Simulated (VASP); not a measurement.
# CuI (F-43m) in VASP: further runs

The runs below take CuI through relaxation of cell and atoms, single point, with B3LYP, PBE.

Everything below comes from runs of VASP 6.6.1. Logs are shortened: lines on timing, memory, paths and dates and some standing lists are left out, and cuts for length are marked.

## 1. The cell of the first run

The structure is cubic, space group F-43m (No. 216). The conventional cell has a = 6.063 Å, b = 6.063 Å, c = 6.063 Å, α = 90.00°, β = 90.00°, γ = 90.00°. I (site symmetry -43m) has 4 Cu at 2.63 Å within 3.5 Å. Within 3.5 Å of Cu (site symmetry -43m) lie 4 I at 2.63 Å.

## 2. Relaxation of cell and atoms, B3LYP

The input, POSCAR:

```
CuI
1.0
    0.0000000000      3.0315000000      3.0315000000
    3.0315000000      0.0000000000      3.0315000000
    3.0315000000      3.0315000000      0.0000000000
I Cu
1 1
Direct
    0.0000000000      0.0000000000      0.0000000000
    0.7500000000      0.7500000000      0.7500000000
```

The input, INCAR.step1:

```
ALGO = Normal ; EDIFF = 1E-5
ENCUT = 600 ; GGA = PE
ISMEAR = -1 ; LASPH = True
LCHARG = False ; LREAL = False
LWAVE = True ; NBANDS = 16
NELM = 100 ; PREC = Accurate
SIGMA = 0.05
```

The input, INCAR.step2:

```
AEXX = 0.2 ; AGGAC = 0.81
AGGAX = 0.72 ; ALDAC = 0.19
ALGO = Normal ; EDIFF = 1E-6
EDIFFG = -0.01 ; ENCUT = 600
GGA = B3 ; IBRION = 2
ISIF = 3 ; ISMEAR = -1
ISTART = 1 ; LASPH = True
LCHARG = False ; LHFCALC = True
LREAL = False ; LWAVE = False
NELM = 100 ; NSW = 60
PREC = Accurate ; PRECFOCK = Normal
SIGMA = 0.05
```

The input, KPOINTS:

```
k-points
0
Gamma
  4 4 4
```

Potentials or basis: VASP PAW PBE potentials, release 64 (I, Cu).

The run is started by

```console
$ cat potpaw_PBE.64/I/POTCAR potpaw_PBE.64/Cu/POTCAR > POTCAR
$ cp INCAR.step1 INCAR
$ mpirun -np 1 vasp_std > vasp.out
$ cp INCAR.step2 INCAR
$ mpirun -np 1 vasp_std > vasp.out
```

OUTCAR:

```text
AEXX = 0.2
   EDIFF = 1E-6
   EDIFFG = -0.01
   ENCUT = 600
   GGA = B3
   IBRION = 2
   ISIF = 3
   ISMEAR = -1
   ISTART = 1
   LASPH = True
   LHFCALC = True
   LREAL = False
   NELM = 100
   NSW = 60
   PREC = Accurate
   PRECFOCK = Normal

 ion  position               nearest neighbor table
   1  0.000  0.000  0.000-   2 2.63   2 2.63   2 2.63   2 2.63
   2  0.750  0.750  0.750-   1 2.63   1 2.63   1 2.63   1 2.63

  LATTYP: Found a face centered cubic cell.
 ALAT       =     6.0630000000

  Lattice vectors:

 A1 = (   0.0000000000,   3.0315000000,   3.0315000000)
 A2 = (   3.0315000000,   0.0000000000,   3.0315000000)
 A3 = (   3.0315000000,   3.0315000000,   0.0000000000)

Analysis of symmetry for initial positions (statically):
=====================================================================
 Subroutine PRICEL returns:
 Original cell was already a primitive cell.

 Routine SETGRP: Setting up the symmetry group for a
 face centered cubic supercell.

 Subroutine GETGRP returns: Found 24 space group operations
 (whereof 24 operations were pure point group operations)
 out of a pool of 48 trial point group operations.

The static configuration has the point symmetry T_d .

Analysis of symmetry for dynamics (positions and initial velocities):
=====================================================================
 Subroutine PRICEL returns:
 Original cell was already a primitive cell.

 Routine SETGRP: Setting up the symmetry group for a
 face centered cubic supercell.

 Subroutine GETGRP returns: Found 24 space group operations
 (whereof 24 operations were pure point group operations)
 out of a pool of 48 trial point group operations.

The dynamic configuration has the point symmetry T_d .

 Subroutine INISYM returns: Found 24 space group operations
 (whereof 24 operations are pure point group operations),
 and found     1 'primitive' translations

----------------------------------------------------------------------------------------

                                     Primitive cell

  volume of cell :      55.7189

  direct lattice vectors                    reciprocal lattice vectors
     0.000000000  3.031500000  3.031500000    -0.164934851  0.164934851  0.164934851
     3.031500000  0.000000000  3.031500000     0.164934851 -0.164934851  0.164934851
     3.031500000  3.031500000  0.000000000     0.164934851  0.164934851 -0.164934851

  length of vectors
     4.287188414  4.287188414  4.287188414     0.285675541  0.285675541  0.285675541

  position of ions in fractional coordinates (direct lattice)
     0.000000000  0.000000000  0.000000000
     0.750000000  0.750000000  0.750000000

  ion indices of the primitive-cell ions
   primitive index   ion index
                 1           1
                 2           2

----------------------------------------------------------------------------------------

 KPOINTS: k-points

Automatic generation of k-mesh.
 Grid dimensions read from file:
 generate k-points for:    4    4    4

 Generating k-lattice:

  Cartesian coordinates                     Fractional coordinates (reciprocal lattice)
    -0.041233713  0.041233713  0.041233713     0.250000000  0.000000000  0.000000000
     0.041233713 -0.041233713  0.041233713     0.000000000  0.250000000  0.000000000
     0.041233713  0.041233713 -0.041233713     0.000000000  0.000000000  0.250000000

  Length of vectors
     0.071418885  0.071418885  0.071418885

  Shift w.r.t. Gamma in fractional coordinates (k-lattice)
     0.000000000  0.000000000  0.000000000

 Subroutine IBZKPT returns following result:
 ===========================================

 Found      8 irreducible k-points:

 Following reciprocal coordinates:
            Coordinates               Weight
  0.000000  0.000000  0.000000      1.000000
  0.250000  0.000000  0.000000      8.000000
  0.500000  0.000000  0.000000      4.000000
  0.250000  0.250000  0.000000      6.000000
  0.500000  0.250000  0.000000     24.000000
 -0.250000  0.250000  0.000000     12.000000
  0.500000  0.500000  0.000000      3.000000
 -0.250000  0.500000  0.250000      6.000000
   k-points           NKPTS =      8   k-points in BZ     NKDIM =     64   number of bands    NBANDS=     13
   number of dos      NEDOS =    301   number of ions     NIONS =      2
   total plane-waves  NPLWV =  46656
   dimension x,y,z NGX =    36 NGY =   36 NGZ =   36
   dimension x,y,z NGXF=    72 NGYF=   72 NGZF=   72
   ions per type =               1   1
   NGX,Y,Z   is equivalent  to a cutoff of  13.96, 13.96, 13.96 a.u.
   NGXF,Y,Z  is equivalent  to a cutoff of  27.92, 27.92, 27.92 a.u.
 SYSTEM =  unknown system
   PREC   = accura    normal or accurate (medium, high low for compatibility)
   ISTART =      1    job   : 0-new  1-cont  2-samecut
   ICHARG =      0    charge: 1-file 2-atom 10-const
   ISPIN  =      1    spin polarized calculation?
   LNONCOLLINEAR =      F non collinear calculations
   LSORBIT =      F    spin-orbit coupling
   LASPH  =      T    aspherical Exc in radial PAW
   ENCUT  =  600.0 eV  44.10 Ry    6.64 a.u.   8.56  8.56  8.56*2*pi/ulx,y,z
   NELM   =    100;   NELMIN=  2; NELMDL=  0     # of ELM steps
   EDIFF  = 0.1E-05   stopping-criterion for ELM
   LREAL  =      F    real-space projection
   EDIFFG = -.1E-01   stopping-criterion for IOM
   NSW    =     60    number of steps for IOM
   IBRION =      2    ionic relax: 0-MD 1-quasi-New 2-CG
   NFREE  =      1    steps in history (QN), initial steepest desc. (CG)
   ISIF   =      3    stress and relaxation
   ISYM   =      3    0-nonsym 1-usesym 2-fastsym
   POTIM  = 0.5000    time-step for ionic-motion
   TEBEG  =    0.0;   TEEND  =   0.0 temperature during run
   PSTRESS=    0.0 pullay stress
   NELECT =      18.0000    total number of electrons
   NUPDOWN=      -1.0000    fix difference up-down
   EMIN   =  10.00;   EMAX   =-10.00  energy-range for DOS
   EFERMI =   0.00;   METHOD = LEGACY
   ISMEAR =    -1;   SIGMA  =   0.05  broadening in eV -4-tet -1-fermi 0-gaus
   EFERMI_NEDOS =   21; number of points for ismear=-14 and -15
   IALGO  =     38    algorithm
   IMIX   =      1    mixing-type and parameters
     AMIX     =   0.40;   BMIX     =  1.00
     AMIX_MAG =   1.60;   BMIX_MAG =  1.00
  volume/ion in A,a.u.               =      27.86       188.00
  Fermi-wavevector in a.u.,A,eV,Ry     =   1.123306  2.122741 17.168055  1.261816
  Thomas-Fermi vector in A             =   2.259971
   LORBIT       =      0    0 simple, 1 ext, 2 COOP (PROOUT), +10 PAW based schemes
   GGA     = B3    functional components
   LHFCALC =     T    Hartree Fock is set to
   PRECFOCK=normal    Normal, Fast or Accurate (Low or Medium for compatibility)
   ENCUT4O =  -1.0   cutoff for four orbital integrals eV
   NKREDX  =     1    reduce k-point grid by
   NKREDY  =     1    reduce k-point grid by
   NKREDZ  =     1    reduce k-point grid by
   AEXX    =    0.2000 exact exchange contribution
   HFSCREEN=    0.0000 screening length (either q_TF or 0.3 A-1)
   HFSCREENC=   0.0000 screening length for correlation (either q_TF or 0.3 A-1)
   ENCUTFOCK=  -1.0 apply spherical cutoff to Coloumb kernel
   IVDW    =     0    specifies the selected vdW correction
   LEPSILON=     F    determine dielectric tensor
   LRPA    =     F    only Hartree local field effects (RPA)
 conjugate gradient relaxation of ions
 non-spin polarized calculation
  energy-cutoff  :      600.00
  volume of cell :       55.72
 maximum number of plane-waves:      1880
 NGX is ok and might be reduce to    36
  NGX = 28; NGY = 28; NGZ = 28

--------------------------------------- Ionic step        1  -------------------------------------------

 number of electron      18.0000006 magnetization

 Free energy of the ion-electron system (eV)
  ---------------------------------------------------
  ext. energy  EPLUGINS =         0.00000000
  ---------------------------------------------------
  free energy    TOTEN  =        -5.92124320 eV

  energy without entropy =       -5.92124320  energy(sigma->0) =       -5.92124320

------------------------ aborting loop because EDIFF is reached ----------------------------------------

  FORCE on cell =-STRESS in cart. coord.  units (eV):
  Direction    XX          YY          ZZ          XY          YZ          ZX
  --------------------------------------------------------------------------------------
  -------------------------------------------------------------------------------------
  Total        1.0838177      1.0838177      1.0838177     -0.0000000     -0.0000000      0.0000000
  in kB       31.1647823     31.1647823     31.1647823     -0.0000000     -0.0000000      0.0000000
  external PRESSURE =      31.1647823 kB  Pullay stress =       0.0000000 kB

 VOLUME and BASIS-vectors are now :
 -----------------------------------------------------------------------------
  energy-cutoff  :      600.00
  volume of cell :       55.72
      direct lattice vectors                 reciprocal lattice vectors
     0.000000000  3.031500000  3.031500000    -0.164934851  0.164934851  0.164934851
     3.031500000  0.000000000  3.031500000     0.164934851 -0.164934851  0.164934851
     3.031500000  3.031500000  0.000000000     0.164934851  0.164934851 -0.164934851
[... 37 lines left out ...]
 POSITION                                       TOTAL-FORCE (eV/Angst)
 -----------------------------------------------------------------------------------
      3.11075      3.11075      6.22151        -0.000000      0.000000     -0.000000
      4.66613      4.66613      4.66613         0.000000     -0.000000      0.000000
 -----------------------------------------------------------------------------------
    total drift:                                0.000008      0.000030      0.000004

  FREE ENERGIE OF THE ION-ELECTRON SYSTEM (eV)
  ---------------------------------------------------
  free  energy   TOTEN  =        -5.9658198468 eV

  energy  without entropy=       -5.9658198467  energy(sigma->0) =       -5.96581985

--------------------------------------- Ionic step        3  -------------------------------------------

 number of electron      17.9999990 magnetization

 Free energy of the ion-electron system (eV)
  ---------------------------------------------------
  ext. energy  EPLUGINS =         0.00000000
  ---------------------------------------------------
  free energy    TOTEN  =        -5.96602793 eV

  energy without entropy =       -5.96602793  energy(sigma->0) =       -5.96602793

 E-fermi :   3.6535     XC(G=0):  -6.8301

 val. band max:        2.6144019886   @ k =   0.0000   0.0000   0.0000
 cond. band min:       5.3894133999   @ k =   0.0000   0.0000   0.0000
 fundamental gap:      2.7750114112
 Fermi energy:         3.6534932721

 k-point     1 :       0.0000    0.0000    0.0000
  band No.  band energies     occupation
      1     -11.4869      2.00000
      2      -0.8734      2.00000
      3      -0.8734      2.00000
      4      -0.8734      2.00000
      5       0.5351      2.00000
      6       0.5351      2.00000
      7       2.6144      2.00000
      8       2.6144      2.00000
      9       2.6144      2.00000
     10       5.3894      0.00000
     11       9.4611      0.00000
     12       9.4611      0.00000
     13       9.4611      0.00000

 k-point     2 :       0.2500    0.0000    0.0000
  band No.  band energies     occupation
      1     -11.2596      2.00000
      2      -1.5443      2.00000
      3      -0.8254      2.00000
      4      -0.8254      2.00000
      5       0.5281      2.00000
      6       0.5281      2.00000
      7       1.2075      2.00000
      8       2.2545      2.00000
      9       2.2545      2.00000
     10       6.5904      0.00000
     11       9.8153      0.00000
[... 118 lines left out ...]
 POSITION                                       TOTAL-FORCE (eV/Angst)
 -----------------------------------------------------------------------------------
      0.00000      0.00000      0.00000        -0.000000     -0.000000     -0.000000
      4.67235      4.67235      4.67235         0.000000      0.000000      0.000000
 -----------------------------------------------------------------------------------
    total drift:                                0.000031      0.000020      0.000007

  FREE ENERGIE OF THE ION-ELECTRON SYSTEM (eV)
  ---------------------------------------------------
  free  energy   TOTEN  =        -5.9660279308 eV

  energy  without entropy=       -5.9660279307  energy(sigma->0) =       -5.96602793

 reached required accuracy - stopping structural energy minimisation
```

It took 38 min on 1 thread of AMD EPYC 7R43 (Zen 3), shared host; peak memory 0.19 GiB.

Results:

```yaml
Free_energy: -5.9660 eV
Relaxed_volume: 30.22 Å³/atom
Relaxed_cell: a = 4.405 Å, b = 4.405 Å, c = 4.405 Å, α = 60.00°, β = 60.00°, γ = 60.00°
Space_group_after_relaxing_to_0.1_Å: F-43m (No. 216)
Energy_gained_by_relaxing: 22.4 meV/atom
Ionic_steps: 3
Pressure_after_relaxing: 0.0 GPa
Band_gap_on_the_k_mesh: 2.77 eV
```

The path:
```
step  energy change (eV)  largest force (eV/Å)  pressure (GPa)  volume (Å³)
   1              0.0000                0.0000            3.12        55.72
   2             -0.0446                0.0000            0.14        60.20
   3             -0.0448                0.0000            0.01        60.45
```

Final structure:
```
CELL_PARAMETERS angstrom
0.00000 3.11490 3.11490
3.11490 0.00000 3.11490
3.11490 3.11490 0.00000
ATOMIC_POSITIONS crystal
I 0.00000 0.00000 0.00000
Cu 0.75000 0.75000 0.75000
```

Levels at points of the mesh, in eV from the valence-band top:
| k point | band 5 | band 6 | band 7 | band 8 | band 9 | band 10 | band 11 | band 12 | band 13 |
| --- | --- | --- | --- | --- | --- | --- | --- | --- | --- |
| (0.00, 0.00, 0.00) | -2.08 | -2.08 | 0.00 | 0.00 | 0.00 | 2.78 | 6.85 | 6.85 | 6.85 |
| (0.50, 0.00, 0.00) | -2.06 | -2.06 | -2.02 | -0.70 | -0.70 | 3.93 | 7.33 | 7.33 | 9.16 |
| (0.50, 0.50, 0.00) | -2.07 | -2.01 | -1.93 | -1.62 | -1.62 | 4.60 | 4.72 | 10.71 | 11.49 |

Caveat: the k points lie up to 0.44 Å⁻¹ apart in the final cell; the PAW data sets were made with another functional, which shifts forces and pressure a little; spin-orbit coupling is left out, which moves the levels of the heavy elements. Zero-point motion and thermal expansion aren't in these numbers.

(Part 1 of 2 ends here.)
